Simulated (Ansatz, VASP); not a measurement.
One calculation of BaTiO3, two programs

The input INCAR:

```
SYSTEM = BaTiO3
PREC = Accurate ; ENCUT = 600
EDIFF = 1E-7 ; ISMEAR = 0
SIGMA = 0.02 ; LREAL = .False.
LASPH = .True. ; NELM = 60
ALGO = Normal ; ISIF = 3
LWAVE = .False. ; LCHARG = .False.
GGA = PE ; IVDW = 12
IBRION = 2 ; NSW = 70
EDIFFG = -0.005
```

File KPOINTS:

```
regular mesh
0
Gamma
  8 8 8
  0 0 0
```

POSCAR

```
BaTiO3
1.0
    3.9723905716      0.0000000000      0.0000000000
    0.0000000000      2.8905577598      2.9158992941
    0.0000000000     -2.8905577598      2.9158992941
Ba Ti O
1 1 3
Direct
    0.0000000000      0.0115969521      0.0115969521
    0.5000000000      0.5278060064      0.5278060064
    0.0000000000      0.4872863765      0.4872863765
    0.5000000000      0.4931620084      0.9763686566
    0.5000000000      0.9763686566      0.4931620084
```

Input for Ansatz:

```yaml
crystal:
  lattice:
    - [3.9723905716, 0.0, 0.0]
    - [0.0, 2.8905577598, 2.9158992941]
    - [0.0, -2.8905577598, 2.9158992941]
  atoms:
    - { symbol: Ba, position: [0.0, 0.0115969521, 0.0115969521] }
    - { symbol: Ti, position: [0.5, 0.5278060064, 0.5278060064] }
    - { symbol: O, position: [0.0, 0.4872863765, 0.4872863765] }
    - { symbol: O, position: [0.5, 0.4931620084, 0.9763686566] }
    - { symbol: O, position: [0.5, 0.9763686566, 0.4931620084] }
basis:
  ecutwfc: 420
kpoints:
  mp_grid: { grid: [8, 8, 8] }
hamiltonian:
  xc: pbe
  dispersion: d3bj
scf:
  occupations: { method: gaussian, width: 0.02 }
output:
  forces: true
  stress: true
  eigenvalues: true
relax:
  adjacent_minimum: "off"
  f_tol: 0.005
  max_steps: 50
  cell: { stress_tol: 0.05 }
```

Alike in both runs: task relaxation of cell and atoms; functional PBE; dispersion D3(BJ); k mesh 8 × 8 × 8; occupations gaussian, width 0.02 eV; no spin polarisation.

|  | VASP | Ansatz |
| --- | --- | --- |
| version | VASP 6.6.1 | Ansatz 0.2.0 |
| potentials or method | VASP PAW PBE potentials, release 64 (Ba_sv, Ti_sv, O), cutoff 600 eV | scalar-relativistic, plane waves, PAW |
| valence electrons in the cell | 40 | 40 |

VASP gave:

* gap on the k mesh at the Fermi level, each at its own relaxed structure (eV): 2.19
* relaxed volume (Å³/atom): 13.10
* relaxed length of the cell vector where the two differ most in proportion (Å): 4.059

Q: Estimate Ansatz's values.

A: gap on the k mesh at the Fermi level, each at its own relaxed structure (eV): 2.24; relaxed volume (Å³/atom): 12.97; relaxed length of the cell vector where the two differ most in proportion (Å): 4.044.

Spin-orbit coupling is off throughout.
